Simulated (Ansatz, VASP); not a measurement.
**One calculation of Cs, two programs**

```
CELL_PARAMETERS angstrom
0.00000 4.53587 4.53587
4.53587 0.00000 4.53587
4.53587 4.53587 0.00000
ATOMIC_POSITIONS crystal
Cs 0.87500 0.87500 0.87500
Cs 0.12500 0.12500 0.12500
```

Change from the starting cell: volume scaled by 0.5, LAPW.

Alike in both runs: task single point; functional PBE; k mesh 6 × 6 × 6; occupations fermi-dirac, width 0.08 eV; no spin polarisation.

|  | VASP | Ansatz |
| --- | --- | --- |
| version | VASP 6.6.1 | Ansatz 0.2.0 |
| potentials or method | VASP PAW PBE potentials, release 64 (Cs_sv), cutoff 520 eV | all-electron LAPW, scalar-relativistic |

```tsv
	VASP	Ansatz	Ansatz less VASP
pressure (GPa)	1.0	1.0	0.00
```

Ansatz ran all-electron here, and VASP with PAW potentials.

Spin-orbit coupling is off throughout.
